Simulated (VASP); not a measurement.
# MgO (Fm-3m) in VASP: single point with LDA

Aim: the single point of MgO with LDA.

Program: VASP 6.6.1. These are calculated values, not measurements. Logs are shortened: lines on timing, memory, paths and dates and some standing lists are left out, and cuts for length are marked.

## 1. The cell of the first run

The structure is cubic, space group Fm-3m (No. 225). Conventional cell: a = 4.159 Å, b = 4.159 Å, c = 4.159 Å, α = 90.00°, β = 90.00°, γ = 90.00°. Mg (site symmetry m-3m) has 6 O at 2.08 Å within 2.8 Å. Within 2.8 Å of O (site symmetry m-3m) lie 6 Mg at 2.08 Å.

## 2. Single point, LDA

The input, INCAR:

```
PREC = Accurate
ENCUT = 840
EDIFF = 1E-6
ISMEAR = 0
SIGMA = 0.01
LREAL = F
LASPH = T
NELM = 120
ALGO = Normal
ISIF = 2
LWAVE = F
LCHARG = F
NBANDS = 15
GGA_COMPAT = F
```

The input, KPOINTS:

```
Automatic mesh
0
Gamma
  10 10 10
```

The input, POSCAR:

```
MgO
1.0
    0.0000000000      2.0795793314      2.0795793314
    2.0795793314      0.0000000000      2.0795793314
    2.0795793314      2.0795793314      0.0000000000
Mg O
1 1
Direct
    0.0000000000      0.0000000000      0.0000000000
    0.5000000000      0.5000000000      0.5000000000
```

Potentials or basis: VASP PAW LDA potentials, release 64 (Mg_sv, O).

Run with:

```console
> cat potpaw_LDA.64/Mg_sv/POTCAR potpaw_LDA.64/O/POTCAR > POTCAR
> mpirun -np 1 vasp_std > vasp.out
```

OUTCAR:

```text
PREC = Accurate
   ENCUT = 840
   EDIFF = 1E-6
   ISMEAR = 0
   LREAL = F
   LASPH = T
   NELM = 120
   ISIF = 2

 ion  position               nearest neighbor table
   1  0.000  0.000  0.000-   2 2.08   2 2.08   2 2.08   2 2.08   2 2.08   2 2.08
   2  0.500  0.500  0.500-   1 2.08   1 2.08   1 2.08   1 2.08   1 2.08   1 2.08

  LATTYP: Found a face centered cubic cell.
 ALAT       =     4.1591586628

  Lattice vectors:

 A1 = (   0.0000000000,   2.0795793314,   2.0795793314)
 A2 = (   2.0795793314,   0.0000000000,   2.0795793314)
 A3 = (   2.0795793314,   2.0795793314,   0.0000000000)

Analysis of symmetry for initial positions (statically):
=====================================================================
 Subroutine PRICEL returns:
 Original cell was already a primitive cell.

 Routine SETGRP: Setting up the symmetry group for a
 face centered cubic supercell.

 Subroutine GETGRP returns: Found 48 space group operations
 (whereof 48 operations were pure point group operations)
 out of a pool of 48 trial point group operations.

The static configuration has the point symmetry O_h .

Analysis of symmetry for dynamics (positions and initial velocities):
=====================================================================
 Subroutine PRICEL returns:
 Original cell was already a primitive cell.

 Routine SETGRP: Setting up the symmetry group for a
 face centered cubic supercell.

 Subroutine GETGRP returns: Found 48 space group operations
 (whereof 48 operations were pure point group operations)
 out of a pool of 48 trial point group operations.

The dynamic configuration has the point symmetry O_h .

 Subroutine INISYM returns: Found 48 space group operations
 (whereof 48 operations are pure point group operations),
 and found     1 'primitive' translations

----------------------------------------------------------------------------------------

                                     Primitive cell

  volume of cell :      17.9869

  direct lattice vectors                    reciprocal lattice vectors
     0.000000000  2.079579331  2.079579331    -0.240433242  0.240433242  0.240433242
     2.079579331  0.000000000  2.079579331     0.240433242 -0.240433242  0.240433242
     2.079579331  2.079579331  0.000000000     0.240433242  0.240433242 -0.240433242

  length of vectors
     2.940969294  2.940969294  2.940969294     0.416442590  0.416442590  0.416442590

  position of ions in fractional coordinates (direct lattice)
     0.000000000  0.000000000  0.000000000
     0.500000000  0.500000000  0.500000000

  ion indices of the primitive-cell ions
   primitive index   ion index
                 1           1
                 2           2

----------------------------------------------------------------------------------------

 KPOINTS: Automatic mesh

Automatic generation of k-mesh.
 Grid dimensions read from file:
 generate k-points for:   10   10   10

 Generating k-lattice:

  Cartesian coordinates                     Fractional coordinates (reciprocal lattice)
    -0.024043324  0.024043324  0.024043324     0.100000000  0.000000000  0.000000000
     0.024043324 -0.024043324  0.024043324     0.000000000  0.100000000  0.000000000
     0.024043324  0.024043324 -0.024043324     0.000000000  0.000000000  0.100000000

  Length of vectors
     0.041644259  0.041644259  0.041644259

  Shift w.r.t. Gamma in fractional coordinates (k-lattice)
     0.000000000  0.000000000  0.000000000

 Subroutine IBZKPT returns following result:
 ===========================================

 Found     47 irreducible k-points:

 Following reciprocal coordinates:
            Coordinates               Weight
  0.000000  0.000000  0.000000      1.000000
  0.100000  0.000000  0.000000      8.000000
  0.200000  0.000000  0.000000      8.000000
  0.300000  0.000000  0.000000      8.000000
  0.400000  0.000000  0.000000      8.000000
  0.500000  0.000000  0.000000      4.000000
[... 16 lines left out ...]
  0.300000  0.300000  0.000000      6.000000
  0.400000  0.300000  0.000000     24.000000
 [... further k-points ...]
   k-points           NKPTS =     47   k-points in BZ     NKDIM =     47   number of bands    NBANDS=     15
   number of dos      NEDOS =    301   number of ions     NIONS =      2
   total plane-waves  NPLWV =  21952
   dimension x,y,z NGX =    28 NGY =   28 NGZ =   28
   dimension x,y,z NGXF=    56 NGYF=   56 NGZF=   56
   ions per type =               1   1
   NGX,Y,Z   is equivalent  to a cutoff of  15.83, 15.83, 15.83 a.u.
   NGXF,Y,Z  is equivalent  to a cutoff of  31.66, 31.66, 31.66 a.u.
 SYSTEM =  unknown system
   PREC   = accura    normal or accurate (medium, high low for compatibility)
   ISTART =      0    job   : 0-new  1-cont  2-samecut
   ICHARG =      2    charge: 1-file 2-atom 10-const
   ISPIN  =      1    spin polarized calculation?
   LNONCOLLINEAR =      F non collinear calculations
   LSORBIT =      F    spin-orbit coupling
   LASPH  =      T    aspherical Exc in radial PAW
   ENCUT  =  840.0 eV  61.74 Ry    7.86 a.u.   6.95  6.95  6.95*2*pi/ulx,y,z
   NELM   =    120;   NELMIN=  2; NELMDL= -5     # of ELM steps
   EDIFF  = 0.1E-05   stopping-criterion for ELM
   LREAL  =      F    real-space projection
   EDIFFG = 0.1E-04   stopping-criterion for IOM
   NSW    =      0    number of steps for IOM
   IBRION =     -1    ionic relax: 0-MD 1-quasi-New 2-CG
   NFREE  =      0    steps in history (QN), initial steepest desc. (CG)
   ISIF   =      2    stress and relaxation
   ISYM   =      2    0-nonsym 1-usesym 2-fastsym
   POTIM  = 0.5000    time-step for ionic-motion
   TEBEG  =    0.0;   TEEND  =   0.0 temperature during run
   PSTRESS=    0.0 pullay stress
   NELECT =      16.0000    total number of electrons
   NUPDOWN=      -1.0000    fix difference up-down
   EMIN   =  10.00;   EMAX   =-10.00  energy-range for DOS
   EFERMI =   0.00;   METHOD = LEGACY
   ISMEAR =     0;   SIGMA  =   0.01  broadening in eV -4-tet -1-fermi 0-gaus
   EFERMI_NEDOS =   21; number of points for ismear=-14 and -15
   IALGO  =     38    algorithm
   IMIX   =      4    mixing-type and parameters
     AMIX     =   0.40;   BMIX     =  1.00
     AMIX_MAG =   1.60;   BMIX_MAG =  1.00
  volume/ion in A,a.u.               =       8.99        60.69
  Fermi-wavevector in a.u.,A,eV,Ry     =   1.574452  2.975282 33.727456  2.478898
  Thomas-Fermi vector in A             =   2.675584
   LORBIT       =      0    0 simple, 1 ext, 2 COOP (PROOUT), +10 PAW based schemes
   GGA     = CA    functional components
   LHFCALC =     F    Hartree Fock is set to
   AEXX    =    0.0000 exact exchange contribution
   IVDW    =     0    specifies the selected vdW correction
   LEPSILON=     F    determine dielectric tensor
   LRPA    =     F    only Hartree local field effects (RPA)
 non-spin polarized calculation
 Gauss-broadening in eV      SIGMA  =   0.01
  energy-cutoff  :      840.00
  volume of cell :       17.99
 maximum number of plane-waves:      1010
   NGX = 13   NGY = 13   NGZ = 13

 number of electron      15.9999996 magnetization

 Free energy of the ion-electron system (eV)
  ---------------------------------------------------
  ext. energy  EPLUGINS =         0.00000000
  ---------------------------------------------------
  free energy    TOTEN  =       -13.23340074 eV

  energy without entropy =      -13.23340074  energy(sigma->0) =      -13.23340074

 E-fermi :   3.0755     XC(G=0): -12.1307

 val. band max:        2.8605316323   @ k =   0.0000   0.0000   0.0000
 cond. band min:       7.9058774209   @ k =   0.0000   0.0000   0.0000
 fundamental gap:      5.0453457886
 Fermi energy:         3.0755385886

 k-point     1 :       0.0000    0.0000    0.0000
  band No.  band energies     occupation
      1     -68.3538      2.00000
      2     -35.8102      2.00000
      3     -35.8102      2.00000
      4     -35.8102      2.00000
      5     -14.3255      2.00000
      6       2.8605      2.00000
      7       2.8605      2.00000
      8       2.8605      2.00000
      9       7.9059      0.00000
     10      18.5963      0.00000
     11      18.5963      0.00000
     12      18.5963      0.00000
     13      22.7251      0.00000
     14      24.4050      0.00000
     15      24.4050      0.00000

 k-point     2 :       0.1000    0.0000    0.0000
  band No.  band energies     occupation
      1     -68.3527      2.00000
      2     -35.8205      2.00000
      3     -35.8112      2.00000
      4     -35.8112      2.00000
      5     -14.2047      2.00000
      6       2.1951      2.00000
      7       2.7865      2.00000
      8       2.7865      2.00000
      9       8.5239      0.00000
     10      17.3613      0.00000
     11      18.8503      0.00000
     12      18.8503      0.00000
     13      23.7145      0.00000
     14      23.7145      0.00000
     15      24.4191      0.00000

 k-point     3 :       0.2000    0.0000    0.0000
  band No.  band energies     occupation
      1     -68.3501      2.00000
      2     -35.8474      2.00000
      3     -35.8139      2.00000
      4     -35.8139      2.00000
      5     -13.8715      2.00000
      6       0.8211      2.00000
      7       2.5993      2.00000
      8       2.5993      2.00000
      9       9.6925      0.00000
     10      15.8812      0.00000
     11      19.3781      0.00000
     12      19.3781      0.00000
     13      23.0307      0.00000
     14      23.0307      0.00000
     15      25.4406      0.00000

 k-point     4 :       0.3000    0.0000    0.0000
  band No.  band energies     occupation
      1     -68.3464      2.00000
      2     -35.8801      2.00000
      3     -35.8171      2.00000
      4     -35.8171      2.00000
      5     -13.4185      2.00000
      6      -0.5776      2.00000
      7       2.3797      2.00000
      8       2.3797      2.00000
      9      10.5534      0.00000
     10      15.2899      0.00000
     11      19.5517      0.00000
     12      19.5517      0.00000
     13      23.4690      0.00000
     14      23.4690      0.00000
     15      24.8399      0.00000
[... 307 lines left out ...]
 k-point    22 :      -0.2000    0.2000    0.0000
  band No.  band energies     occupation
      1     -68.3454      2.00000
      2     -35.8743      2.00000
      3     -35.8367      2.00000
      4     -35.8161      2.00000
      5     -13.2905      2.00000
      6      -0.3687      2.00000
      7       1.4397      2.00000
      8       2.3722      2.00000
      9      11.5610      0.00000
     10      14.7578      0.00000
     11      18.1237      0.00000
     12      20.7871      0.00000
     13      21.3396      0.00000
     14      24.3547      0.00000
     15      28.0034      0.00000

 k-point    23 :       0.3000    0.3000    0.0000
  band No.  band energies     occupation
      1     -68.3442      2.00000
      2     -35.8720      2.00000
      3     -35.8332      2.00000
      4     -35.8332      2.00000
      5     -13.2092      2.00000
      6      -0.4239      2.00000
      7       1.8707      2.00000
      8       1.8707      2.00000
      9      11.9853      0.00000
     10      13.1362      0.00000
     11      17.4245      0.00000
     12      20.9566      0.00000
     13      20.9566      0.00000
     14      27.1188      0.00000
     15      30.7155      0.00000

 k-point    24 :       0.4000    0.3000    0.0000
  band No.  band energies     occupation
      1     -68.3419      2.00000
      2     -35.8849      2.00000
      3     -35.8400      2.00000
      4     -35.8370      2.00000
      5     -12.9320      2.00000
      6      -0.8770      2.00000
      7       1.4819      2.00000
      8       1.7154      2.00000
      9      12.5767      0.00000
     10      13.0054      0.00000
     11      16.6029      0.00000
     12      21.2268      0.00000
     13      21.4440      0.00000
     14      27.8879      0.00000
     15      30.3256      0.00000

 [... further k-points ...]
[... 5 lines left out ...]
  --------------------------------------------------------------------------------------
  -------------------------------------------------------------------------------------
  Total        0.0700400      0.0700400      0.0700400     -0.0000000      0.0000000     -0.0000000
  in kB        6.2387845      6.2387845      6.2387845     -0.0000000      0.0000000     -0.0000000
  external PRESSURE =       6.2387845 kB  Pullay stress =       0.0000000 kB

 VOLUME and BASIS-vectors are now :
 -----------------------------------------------------------------------------
  energy-cutoff  :      840.00
  volume of cell :       17.99
      direct lattice vectors                 reciprocal lattice vectors
     0.000000000  2.079579331  2.079579331    -0.240433242  0.240433242  0.240433242
     2.079579331  0.000000000  2.079579331     0.240433242 -0.240433242  0.240433242
     2.079579331  2.079579331  0.000000000     0.240433242  0.240433242 -0.240433242

 POSITION                                       TOTAL-FORCE (eV/Angst)
 -----------------------------------------------------------------------------------
      0.00000      0.00000      0.00000        -0.000000      0.000000     -0.000000
      2.07958      2.07958      2.07958         0.000000     -0.000000      0.000000
 -----------------------------------------------------------------------------------
    total drift:                                0.000000      0.000000      0.000000

  FREE ENERGIE OF THE ION-ELECTRON SYSTEM (eV)
  ---------------------------------------------------
  free  energy   TOTEN  =       -13.2334007411 eV

  energy  without entropy=      -13.2334007411  energy(sigma->0) =      -13.23340074
```

Wall time 24 s (1 thread of Intel Xeon Platinum 8259CL at 2.50GHz (Skylake/Cascade Lake), shared host); peak memory 0.15 GiB.

What came out:

```
Free energy            : -13.2334 eV
Pressure               : 0.6 GPa
Band gap on the k mesh : 5.05 eV
```
